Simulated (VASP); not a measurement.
A run of VASP 6.6.1:

INCAR

```
ALGO     = Normal         # electronic algorithm
DIPOL    = 0.5 0.5 0.296
EDIFF    = 1E-7           # SCF threshold, eV
ENCUT    = 520            # plane-wave cutoff, eV
GGA      = PE             # functional
IDIPOL   = 3            
ISIF     = 2              # what is computed and relaxed
ISMEAR   = 0              # smearing method
LASPH    = True           # aspherical terms in the spheres
LCHARG   = False          # write CHGCAR
LDIPOL   = True         
LREAL    = False          # projectors in reciprocal space
LWAVE    = False          # write WAVECAR
NBANDS   = 32             # bands
NELM     = 100            # most SCF steps
PREC     = Accurate       # precision mode
SIGMA    = 0.1            # smearing width, eV
```

Contents of KPOINTS:

```
k-points
0
Gamma
  6 6 1
```

POSCAR

```
Al6H
1.0
    5.7143028096      0.0000000000      0.0000000000
   -2.8571514048      4.9487313980      0.0000000000
    0.0000000000      0.0000000000     22.6016424997
Al H
12 2
Direct
    0.3333333333      0.1666666667      0.1769782882
    0.3333333333      0.6666666667      0.1769782882
    0.8333333333      0.1666666667      0.1769782882
    0.8333333333      0.6666666667      0.1769782882
    0.1666666667      0.3333333333      0.2787817902
    0.1666666667      0.8333333333      0.2787817902
    0.6666666667      0.3333333333      0.2787817902
    0.6666666667      0.8333333333      0.2787817902
    0.0000000000      0.0000000000      0.3805759913
    0.0000000000      0.5000000000      0.3805759913
    0.5000000000      0.0000000000      0.3805759913
    0.5000000000      0.5000000000      0.3805759913
    0.2764585035      0.1666666667      0.4004860487
    0.3902081632      0.1666666667      0.4004860487
```

Potentials or basis: VASP PAW PBE potentials, release 64 (Al, H).

Run with:

```console
$ cat potpaw_PBE.64/Al/POTCAR potpaw_PBE.64/H/POTCAR > POTCAR
$ mpirun -np 1 vasp_std > vasp.out
```

Hardware: 1 thread of Intel(R) Xeon(R) Platinum 8488C (Sapphire Rapids) (shared host).

Q: How long does it take, and how much memory?

A: Run time: 8.3 min on 1 thread of Intel(R) Xeon(R) Platinum 8488C (Sapphire Rapids), on a shared host, peak memory 0.72 GiB. Counts: scf iterations 26, k points 13.
